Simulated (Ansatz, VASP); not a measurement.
# One calculation of NbP, two programs

```
Nb P
1.0
    -1.67492    1.67492    5.74011
     1.67492   -1.67492    5.74011
     1.67492    1.67492   -5.74011
Nb P
2 2
Direct
  0.24988 0.74988 0.50000
  0.49988 0.49988 0.00000
  0.83275 0.33275 0.50000
  0.08275 0.08275 0.00000
```

Alike in both runs: functional LDA; k mesh 11 × 11 × 11; occupations fermi-dirac, width 0.05 eV; no spin polarisation.

```csv
,VASP,Ansatz
version,VASP 6.6.1,Ansatz 0.2.0
potentials or method,"VASP PAW LDA potentials, release 64 (Nb_sv, P)",Ansatz PAW
plane-wave cutoff (eV),520,420
valence electrons in the cell,36,36
task,single point,band structure
```

Ansatz gave:

```
gap on the k mesh at the Fermi level (eV)                     : none
pressure (GPa)                                                : -9.4
traceless stress, the component that is largest in VASP (GPa) : 0.14
rms of the force components (eV/Å)                            : 0.009
```

Which values does VASP return?

gap on the k mesh at the Fermi level (eV): none; pressure (GPa): -9.5; traceless stress, the component that is largest in VASP (GPa): 0.13; rms of the force components (eV/Å): 0.009.

LDA's correlation is that of Perdew and Zunger in VASP and of Perdew and Wang (1992) in Ansatz. Atom by atom the forces differ by 0.000 eV/Å (rms over components). A gap of «none» marks a metal or a gap that the smearing closes.
